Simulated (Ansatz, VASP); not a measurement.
Given: the input of a run of VASP 6.6.1 on Mg.

The input INCAR:

```
PREC = Accurate
ENCUT = 520
EDIFF = 1E-6
ISMEAR = -1
SIGMA = 0.05
LREAL = F
LASPH = T
NELM = 80
ALGO = Fast
ISIF = 2
LWAVE = F
LCHARG = T
GGA = PS
LELF = T
LVHAR = T
NBANDS = 12
```

Contents of KPOINTS:

```
Automatic mesh
0
Gamma
  10 10 3
```

POSCAR

```
Mg
1.0
    3.1555045422      0.0000000000      0.0000000000
   -1.5777522711      2.7327470953      0.0000000000
    0.0000000000      0.0000000000     10.2496058158
Mg
4
Direct
    0.6666666667      0.3333333333      0.7500000000
    0.0000000000      0.0000000000      0.5000000000
    0.3333333333      0.6666666667      0.2500000000
    0.0000000000      0.0000000000      0.0000000000
```

Potentials or basis: VASP PAW PBE potentials, release 64 (Mg).

Launch:

```console
$ cat potpaw_PBE.64/Mg/POTCAR > POTCAR
$ mpirun -np 1 vasp_std > vasp.out
```

**Question.** Translate it to Ansatz 0.2.0. Potentials there: Ansatz PAW.

**Answer.** As run (the cutoff follows the program's own potentials):

File input.yaml:

```yaml
crystal:
  lattice:
    - [3.1555045422, 0.0, 0.0]
    - [-1.5777522711, 2.7327470953, 0.0]
    - [0.0, 0.0, 10.2496058158]
  atoms:
    - { symbol: Mg, position: [0.6666666667, 0.3333333333, 0.75] }
    - { symbol: Mg, position: [0.0, 0.0, 0.5] }
    - { symbol: Mg, position: [0.3333333333, 0.6666666667, 0.25] }
    - { symbol: Mg, position: [0.0, 0.0, 0.0] }
hamiltonian:
  xc: pbesol
  pseudopotentials: { kind: paw }
kpoints:
  mp_grid: { grid: [10, 10, 3] }
scf:
  occupations: { method: fermi_dirac, width: 0.05 }
output:
  forces: true
  stress: true
  eigenvalues: true
```

Potentials or basis: Ansatz PAW.

Launch:

```console
$ ansatz run input.yaml --threads 2 --pin off --max-ram 5632MiB --backend cpu --events-out ev --progress --plain --runs-dir out
```

Both were run:

|  | VASP | Ansatz | Ansatz less VASP |
| --- | --- | --- | --- |
| gap on the k mesh at the Fermi level (eV) | none | none | - |
| pressure (GPa) | 0.9 | 1.0 | +0.04 |
| traceless stress, the component that is largest in VASP (GPa) | 0.54 | 0.55 | +0.012 |

VASP's potentials were made for PBE, not for PBEsol. A gap of «none» marks a metal or a gap that the smearing closes. With one functional, cell and mesh, what is left measures potentials, basis and numerics. VASP's potentials hold 8 valence electrons a cell and Ansatz's 40, so a difference there can come from the potentials and not from the codes.
